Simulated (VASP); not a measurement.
# BaTiO3 (Pm-3m) in VASP: notebook, part 2 of 2

VASP 6.6.1. The steps go on from the part before.

### 4 Single point, r2SCAN

This run uses another cell than the first one, of 12.34 Å³/atom, 0.960 times its volume.

POSCAR

```
BaTiO3
1.0
    3.9518582279      0.0000000000      0.0000000000
    0.0000000000      3.9518582279      0.0000000000
    0.0000000000      0.0000000000      3.9518582279
Ba Ti O
1 1 3
Direct
    0.5000000000      0.5000000000      0.5000000000
    0.0000000000      0.0000000000      0.0000000000
    0.0000000000      0.0000000000      0.5000000000
    0.0000000000      0.5000000000      0.0000000000
    0.5000000000      0.0000000000      0.0000000000
```

INCAR.step1

```
SYSTEM = BaTiO3
PREC     = Accurate       ! precision mode
ENCUT    = 520            ! plane-wave cutoff, eV
ISMEAR   = -1             ! smearing method
SIGMA    = 0.05           ! smearing width, eV
LREAL    = .False.        ! projectors in reciprocal space
LASPH    = .True.         ! aspherical terms in the spheres
NELM     = 80             ! most SCF steps
NBANDS   = 28             ! bands
GGA      = PE             ! functional
ALGO     = Normal         ! electronic algorithm
EDIFF    = 1E-4           ! SCF threshold, eV
LWAVE    = .True.         ! write WAVECAR
LCHARG   = .False.        ! write CHGCAR
```

INCAR.step2

```
SYSTEM = BaTiO3
PREC     = Accurate       ! precision mode
ENCUT    = 520            ! plane-wave cutoff, eV
EDIFF    = 1E-7           ! SCF threshold, eV
ISMEAR   = -1             ! smearing method
SIGMA    = 0.05           ! smearing width, eV
LREAL    = .False.        ! projectors in reciprocal space
LASPH    = .True.         ! aspherical terms in the spheres
NELM     = 80             ! most SCF steps
ALGO     = Normal         ! electronic algorithm
ISIF     = 2              ! what is computed and relaxed
LWAVE    = .False.        ! write WAVECAR
LCHARG   = .False.        ! write CHGCAR
METAGGA  = R2SCAN         ! meta-GGA
LMIXTAU  = .True.       
NBANDS   = 28             ! bands
ISTART   = 1
```

KPOINTS

```
regular mesh
0
Gamma
  7 7 7
  0 0 0
```

Potentials or basis: VASP PAW PBE potentials, release 64 (Ba_sv, Ti_sv, O).

Run with:

```
$ cat potpaw_PBE.64/Ba_sv/POTCAR potpaw_PBE.64/Ti_sv/POTCAR potpaw_PBE.64/O/POTCAR > POTCAR
$ cp INCAR.step1 INCAR
$ mpirun -np 1 vasp_std > vasp.out
$ cp INCAR.step2 INCAR
$ mpirun -np 1 vasp_std > vasp.out
```

OUTCAR:

```text
SYSTEM = BaTiO3
   PREC = Accurate
   ENCUT = 520
   EDIFF = 1E-7
   ISMEAR = -1
   LREAL = .False.
   LASPH = .True.
   NELM = 80
   ISIF = 2
   METAGGA = R2SCAN
   ISTART = 1

 ion  position               nearest neighbor table
   1  0.500  0.500  0.500-   3 2.79   4 2.79   5 2.79   4 2.79   5 2.79   3 2.79   5 2.79   5 2.79
                             3 2.79   4 2.79   4 2.79   3 2.79   2 3.42   2 3.42   2 3.42   2 3.42
   2  0.000  0.000  0.000-   3 1.98   4 1.98   5 1.98   3 1.98   4 1.98   5 1.98   1 3.42   1 3.42
                             1 3.42   1 3.42   1 3.42   1 3.42   1 3.42   1 3.42
   3  0.000  0.000  0.500-   2 1.98   2 1.98   1 2.79   1 2.79   1 2.79   1 2.79
   4  0.000  0.500  0.000-   2 1.98   2 1.98   1 2.79   1 2.79   1 2.79   1 2.79
   5  0.500  0.000  0.000-   2 1.98   2 1.98   1 2.79   1 2.79   1 2.79   1 2.79

  LATTYP: Found a simple cubic cell.
 ALAT       =     3.9518582279

  Lattice vectors:

 A1 = (   3.9518582279,   0.0000000000,   0.0000000000)
 A2 = (   0.0000000000,   3.9518582279,   0.0000000000)
 A3 = (   0.0000000000,   0.0000000000,   3.9518582279)

Analysis of symmetry for initial positions (statically):
[... 176 lines left out ...]
 val. band max:        3.7662343969   @ k =   0.4286   0.4286   0.4286
 cond. band min:       6.0562413814   @ k =   0.0000   0.0000   0.0000
 fundamental gap:      2.2900069845
 Fermi energy:         4.8356084733

 k-point     1 :       0.0000    0.0000    0.0000
  band No.  band energies     occupation
      1     -54.8692      2.00000
      2     -30.0515      2.00000
      3     -30.0515      2.00000
      4     -30.0515      2.00000
      5     -21.5568      2.00000
      6     -14.1088      2.00000
[... 609 lines left out ...]
     27      12.2444      0.00000
     28      12.2444      0.00000

------------------------ aborting loop because EDIFF is reached ----------------------------------------

  FORCE on cell =-STRESS in cart. coord.  units (eV):
  Direction    XX          YY          ZZ          XY          YZ          ZX
  --------------------------------------------------------------------------------------
  -------------------------------------------------------------------------------------
  Total        3.2445147      3.2445147      3.2445147      0.0000000     -0.0000000     -0.0000000
  in kB       84.2279570     84.2279570     84.2279570      0.0000000     -0.0000000     -0.0000000
  external PRESSURE =      84.2279570 kB  Pullay stress =       0.0000000 kB

 VOLUME and BASIS-vectors are now :
 -----------------------------------------------------------------------------
  energy-cutoff  :      520.00
  volume of cell :       61.72
      direct lattice vectors                 reciprocal lattice vectors
     3.951858228  0.000000000  0.000000000     0.253045515  0.000000000  0.000000000
     0.000000000  3.951858228  0.000000000     0.000000000  0.253045515  0.000000000
     0.000000000  0.000000000  3.951858228     0.000000000  0.000000000  0.253045515

 POSITION                                       TOTAL-FORCE (eV/Angst)
 -----------------------------------------------------------------------------------
      1.97593      1.97593      1.97593         0.000000      0.000000      0.000000
      0.00000      0.00000      0.00000         0.000000      0.000000      0.000000
      0.00000      0.00000      1.97593         0.000000      0.000000      0.000000
      0.00000      1.97593      0.00000         0.000000      0.000000      0.000000
      1.97593      0.00000      0.00000         0.000000      0.000000      0.000000
 -----------------------------------------------------------------------------------
    total drift:                                0.000000     -0.000000      0.000000

  FREE ENERGIE OF THE ION-ELECTRON SYSTEM (eV)
  ---------------------------------------------------
  free  energy   TOTEN  =       -74.1639369459 eV

  energy  without entropy=      -74.1639369458  energy(sigma->0) =      -74.16393695
```

OUTCAR.step1:

```text
SYSTEM = BaTiO3
   PREC = Accurate
   ENCUT = 520
   ISMEAR = -1
   LREAL = .False.
   LASPH = .True.
[... 847 lines left out ...]
      0.00000      0.00000      1.97593         0.000000      0.000000      0.000000
      0.00000      1.97593      0.00000         0.000000      0.000000      0.000000
      1.97593      0.00000      0.00000         0.000000      0.000000      0.000000
 -----------------------------------------------------------------------------------
    total drift:                                0.000000     -0.000000      0.000000

  FREE ENERGIE OF THE ION-ELECTRON SYSTEM (eV)
  ---------------------------------------------------
  free  energy   TOTEN  =       -39.8517617236 eV

  energy  without entropy=      -39.8517617226  energy(sigma->0) =      -39.85176172
```

It took 71 s on 1 thread of Intel Xeon 6975P-C (Granite Rapids), shared host; peak memory 0.19 GiB.

What came out:

| Quantity | Value |
| --- | --- |
| Free energy | -74.1639 eV |
| Pressure | 8.4 GPa |
| Band gap on the k mesh | 2.29 eV, indirect (least direct gap 2.34 eV) |

Caveat: the PAW data sets were made with another functional, which shifts forces and pressure a little; spin-orbit coupling is left out, which moves the levels of the heavy elements. A k mesh can miss the band edges.

### 5 Single point, r2SCAN

This run uses another cell than the first one, of 12.60 Å³/atom, 0.980 times its volume.

Changes to POSCAR since step 4:

```diff
@@ -2,5 +2,5 @@
 1.0
-    3.9518582279      0.0000000000      0.0000000000
-    0.0000000000      3.9518582279      0.0000000000
-    0.0000000000      0.0000000000      3.9518582279
+    3.9791132838      0.0000000000      0.0000000000
+    0.0000000000      3.9791132838      0.0000000000
+    0.0000000000      0.0000000000      3.9791132838
 Ba Ti O
```

INCAR.step1

```
SYSTEM = BaTiO3
PREC = Accurate
ENCUT = 520
ISMEAR = -1
SIGMA = 0.05
LREAL = .False.
LASPH = .True.
NELM = 100
NBANDS = 28
GGA = PE
ALGO = Normal
EDIFF = 1E-4
LWAVE = .True.
LCHARG = .False.
```

INCAR.step2

```
SYSTEM = BaTiO3
PREC = Accurate
ENCUT = 520
EDIFF = 1E-6
ISMEAR = -1
SIGMA = 0.05
LREAL = .False.
LASPH = .True.
NELM = 100
ALGO = Normal
ISIF = 2
LWAVE = .False.
LCHARG = .False.
METAGGA = R2SCAN
LMIXTAU = .True.
NBANDS = 28
ISTART = 1
```

KPOINTS

```
Automatic mesh
0
Gamma
  7 7 7
  0 0 0
```

Potentials or basis: VASP PAW PBE potentials, release 64 (Ba_sv, Ti_sv, O).

Run with:

```
$ cat potpaw_PBE.64/Ba_sv/POTCAR potpaw_PBE.64/Ti_sv/POTCAR potpaw_PBE.64/O/POTCAR > POTCAR
$ cp INCAR.step1 INCAR
$ mpirun -np 1 vasp_std > vasp.out
$ cp INCAR.step2 INCAR
$ mpirun -np 1 vasp_std > vasp.out
```

OUTCAR:

```text
SYSTEM = BaTiO3
   PREC = Accurate
   ENCUT = 520
   EDIFF = 1E-6
   ISMEAR = -1
   LREAL = .False.
   LASPH = .True.
   NELM = 100
   ISIF = 2
   METAGGA = R2SCAN
   ISTART = 1

 ion  position               nearest neighbor table
   1  0.500  0.500  0.500-   3 2.81   4 2.81   5 2.81   4 2.81   5 2.81   3 2.81   5 2.81   5 2.81
                             3 2.81   4 2.81   4 2.81   3 2.81   2 3.45   2 3.45   2 3.45   2 3.45
   2  0.000  0.000  0.000-   3 1.99   4 1.99   5 1.99   3 1.99   4 1.99   5 1.99   1 3.45   1 3.45
                             1 3.45   1 3.45   1 3.45   1 3.45   1 3.45   1 3.45
   3  0.000  0.000  0.500-   2 1.99   2 1.99   1 2.81   1 2.81   1 2.81   1 2.81
   4  0.000  0.500  0.000-   2 1.99   2 1.99   1 2.81   1 2.81   1 2.81   1 2.81
   5  0.500  0.000  0.000-   2 1.99   2 1.99   1 2.81   1 2.81   1 2.81   1 2.81

  LATTYP: Found a simple cubic cell.
 ALAT       =     3.9791132838

  Lattice vectors:

 A1 = (   3.9791132838,   0.0000000000,   0.0000000000)
 A2 = (   0.0000000000,   3.9791132838,   0.0000000000)
 A3 = (   0.0000000000,   0.0000000000,   3.9791132838)

Analysis of symmetry for initial positions (statically):
=====================================================================
 Subroutine PRICEL returns:
 Original cell was already a primitive cell.

 Routine SETGRP: Setting up the symmetry group for a
 simple cubic supercell.

 Subroutine GETGRP returns: Found 48 space group operations
 (whereof 48 operations were pure point group operations)
 out of a pool of 48 trial point group operations.

The static configuration has the point symmetry O_h .

Analysis of symmetry for dynamics (positions and initial velocities):
=====================================================================
 Subroutine PRICEL returns:
 Original cell was already a primitive cell.

 Routine SETGRP: Setting up the symmetry group for a
 simple cubic supercell.

 Subroutine GETGRP returns: Found 48 space group operations
 (whereof 48 operations were pure point group operations)
 out of a pool of 48 trial point group operations.

The dynamic configuration has the point symmetry O_h .

 Subroutine INISYM returns: Found 48 space group operations
 (whereof 48 operations are pure point group operations),
 and found     1 'primitive' translations

----------------------------------------------------------------------------------------

                                     Primitive cell

  volume of cell :      63.0027

  direct lattice vectors                    reciprocal lattice vectors
     3.979113284  0.000000000  0.000000000     0.251312272  0.000000000  0.000000000
     0.000000000  3.979113284  0.000000000     0.000000000  0.251312272  0.000000000
     0.000000000  0.000000000  3.979113284     0.000000000  0.000000000  0.251312272

  length of vectors
     3.979113284  3.979113284  3.979113284     0.251312272  0.251312272  0.251312272

  position of ions in fractional coordinates (direct lattice)
     0.500000000  0.500000000  0.500000000
     0.000000000  0.000000000  0.000000000
     0.000000000  0.000000000  0.500000000
     0.000000000  0.500000000  0.000000000
     0.500000000  0.000000000  0.000000000
[... 31 lines left out ...]
 ===========================================

 Found     20 irreducible k-points:

 Following reciprocal coordinates:
            Coordinates               Weight
  0.000000  0.000000  0.000000      1.000000
  0.142857  0.000000  0.000000      6.000000
  0.285714  0.000000  0.000000      6.000000
  0.428571  0.000000  0.000000      6.000000
  0.142857  0.142857  0.000000     12.000000
  0.285714  0.142857  0.000000     24.000000
[... 12 lines left out ...]
  0.428571  0.428571  0.285714     24.000000
  0.428571  0.428571  0.428571      8.000000
   k-points           NKPTS =     20   k-points in BZ     NKDIM =     20   number of bands    NBANDS=     28
   number of dos      NEDOS =    301   number of ions     NIONS =      5
   total plane-waves  NPLWV =  27000
   dimension x,y,z NGX =    30 NGY =   30 NGZ =   30
   dimension x,y,z NGXF=    60 NGYF=   60 NGZF=   60
   ions per type =               1   1   3
   NGX,Y,Z   is equivalent  to a cutoff of  12.53, 12.53, 12.53 a.u.
   NGXF,Y,Z  is equivalent  to a cutoff of  25.07, 25.07, 25.07 a.u.
 SYSTEM =  BaTiO3
   PREC   = accura    normal or accurate (medium, high low for compatibility)
   ISTART =      1    job   : 0-new  1-cont  2-samecut
   ICHARG =      0    charge: 1-file 2-atom 10-const
   ISPIN  =      1    spin polarized calculation?
   LNONCOLLINEAR =      F non collinear calculations
   LSORBIT =      F    spin-orbit coupling
   LASPH  =      T    aspherical Exc in radial PAW
   ENCUT  =  520.0 eV  38.22 Ry    6.18 a.u.   7.40  7.40  7.40*2*pi/ulx,y,z
   NELM   =    100;   NELMIN=  2; NELMDL=  0     # of ELM steps
   EDIFF  = 0.1E-05   stopping-criterion for ELM
   LREAL  =      F    real-space projection
   EDIFFG = 0.1E-04   stopping-criterion for IOM
   NSW    =      0    number of steps for IOM
   IBRION =     -1    ionic relax: 0-MD 1-quasi-New 2-CG
   NFREE  =      0    steps in history (QN), initial steepest desc. (CG)
   ISIF   =      2    stress and relaxation
   ISYM   =      2    0-nonsym 1-usesym 2-fastsym
   POTIM  = 0.5000    time-step for ionic-motion
   TEBEG  =    0.0;   TEEND  =   0.0 temperature during run
   PSTRESS=    0.0 pullay stress
   NELECT =      40.0000    total number of electrons
   NUPDOWN=      -1.0000    fix difference up-down
   EMIN   =  10.00;   EMAX   =-10.00  energy-range for DOS
   EFERMI =   0.00;   METHOD = LEGACY
   ISMEAR =    -1;   SIGMA  =   0.05  broadening in eV -4-tet -1-fermi 0-gaus
   EFERMI_NEDOS =   21; number of points for ismear=-14 and -15
   IALGO  =     38    algorithm
   IMIX   =      4    mixing-type and parameters
     AMIX     =   0.40;   BMIX     =  1.00
     AMIX_MAG =   1.60;   BMIX_MAG =  1.00
  volume/ion in A,a.u.               =      12.60        85.03
  Fermi-wavevector in a.u.,A,eV,Ry     =   1.407047  2.658933 26.936549  1.979781
  Thomas-Fermi vector in A             =   2.529346
   LORBIT       =      0    0 simple, 1 ext, 2 COOP (PROOUT), +10 PAW based schemes
   METAGGA = R2SCAN    functional components
   LHFCALC =     F    Hartree Fock is set to
   AEXX    =    0.0000 exact exchange contribution
   IVDW    =     0    specifies the selected vdW correction
   LEPSILON=     F    determine dielectric tensor
   LRPA    =     F    only Hartree local field effects (RPA)
 non-spin polarized calculation
  energy-cutoff  :      520.00
  volume of cell :       63.00
 maximum number of plane-waves:      1743
 NGX is ok and might be reduce to    30
   NGX = 15   NGY = 15   NGZ = 15

 number of electron      39.9999977 magnetization

 Free energy of the ion-electron system (eV)
  ---------------------------------------------------
  ext. energy  EPLUGINS =         0.00000000
  ---------------------------------------------------
  free energy    TOTEN  =       -74.21592532 eV

  energy without entropy =      -74.21592532  energy(sigma->0) =      -74.21592532

 E-fermi :   4.7703     XC(G=0): -12.0198

 val. band max:        3.6048951796   @ k =   0.4286   0.4286   0.4286
 cond. band min:       5.8449143608   @ k =   0.0000   0.0000   0.0000
 fundamental gap:      2.2400191811
 Fermi energy:         4.7702959449

 k-point     1 :       0.0000    0.0000    0.0000
  band No.  band energies     occupation
      1     -55.1309      2.00000
      2     -30.2995      2.00000
      3     -30.2995      2.00000
      4     -30.2995      2.00000
      5     -21.7629      2.00000
      6     -14.2300      2.00000
[... 609 lines left out ...]
     27      11.8624      0.00000
     28      11.8624      0.00000

------------------------ aborting loop because EDIFF is reached ----------------------------------------

  FORCE on cell =-STRESS in cart. coord.  units (eV):
  Direction    XX          YY          ZZ          XY          YZ          ZX
  --------------------------------------------------------------------------------------
  -------------------------------------------------------------------------------------
  Total        1.6338083      1.6338083      1.6338083     -0.0000000     -0.0000000      0.0000000
  in kB       41.5482524     41.5482524     41.5482524     -0.0000000     -0.0000000      0.0000000
  external PRESSURE =      41.5482524 kB  Pullay stress =       0.0000000 kB

 VOLUME and BASIS-vectors are now :
 -----------------------------------------------------------------------------
  energy-cutoff  :      520.00
  volume of cell :       63.00
      direct lattice vectors                 reciprocal lattice vectors
     3.979113284  0.000000000  0.000000000     0.251312272  0.000000000  0.000000000
     0.000000000  3.979113284  0.000000000     0.000000000  0.251312272  0.000000000
     0.000000000  0.000000000  3.979113284     0.000000000  0.000000000  0.251312272

 POSITION                                       TOTAL-FORCE (eV/Angst)
 -----------------------------------------------------------------------------------
      1.98956      1.98956      1.98956         0.000000      0.000000      0.000000
      0.00000      0.00000      0.00000         0.000000      0.000000      0.000000
      0.00000      0.00000      1.98956         0.000000      0.000000      0.000000
      0.00000      1.98956      0.00000         0.000000      0.000000      0.000000
      1.98956      0.00000      0.00000         0.000000      0.000000      0.000000
 -----------------------------------------------------------------------------------
    total drift:                                0.000000     -0.000000      0.000000

  FREE ENERGIE OF THE ION-ELECTRON SYSTEM (eV)
  ---------------------------------------------------
  free  energy   TOTEN  =       -74.2159253155 eV

  energy  without entropy=      -74.2159253154  energy(sigma->0) =      -74.21592532
```

Run time: 58 s. Hardware: 1 thread of Intel Xeon 6975P-C (Granite Rapids), shared host; peak memory 0.19 GiB.

Results:

| Quantity | Value |
| --- | --- |
| Free energy | -74.2159 eV |
| Pressure | 4.2 GPa |
| Band gap on the k mesh | 2.24 eV, indirect (least direct gap 2.32 eV) |

Levels at points of the mesh, in eV from the valence-band top:
```tsv
k point	band 16	band 17	band 18	band 19	band 20	band 21	band 22	band 23	band 24	band 25
(0.00, 0.00, 0.00)	-1.09	-1.09	-0.08	-0.08	-0.08	2.24	2.24	2.24	4.36	4.36
```

Caveat: the PAW data sets were made with another functional, which shifts forces and pressure a little; spin-orbit coupling is left out, which moves the levels of the heavy elements. r2SCAN opens gaps a little over a GGA but as a rule still falls short of measured ones.

### 6 Overview

| level | cell | gap on the mesh (eV) | pressure (GPa) |
| --- | --- | --- | --- |
| PBE | a = 4.006 Å, 5 atoms | 1.80 | 3.4 |
| r2SCAN | a = 3.924 Å, 5 atoms | 2.34 | 13.2 |
| r2SCAN | a = 3.952 Å, 5 atoms | 2.29 | 8.4 |
| r2SCAN | a = 3.979 Å, 5 atoms | 2.24 | 4.2 |

Alike in all rows: task single point; potentials or basis VASP PAW PBE potentials, release 64 (Ba_sv, Ti_sv, O); no spin polarisation; k mesh 7 × 7 × 7; cutoff (eV) 520; smearing fermi-dirac 0.05 eV.

Caveats: spin-orbit coupling is left out, which moves the levels of the heavy elements; the PAW data sets were made with another functional, which shifts forces and pressure a little (some runs).

Total energies depend on the potentials used, so only differences within one code and one set of settings carry meaning.
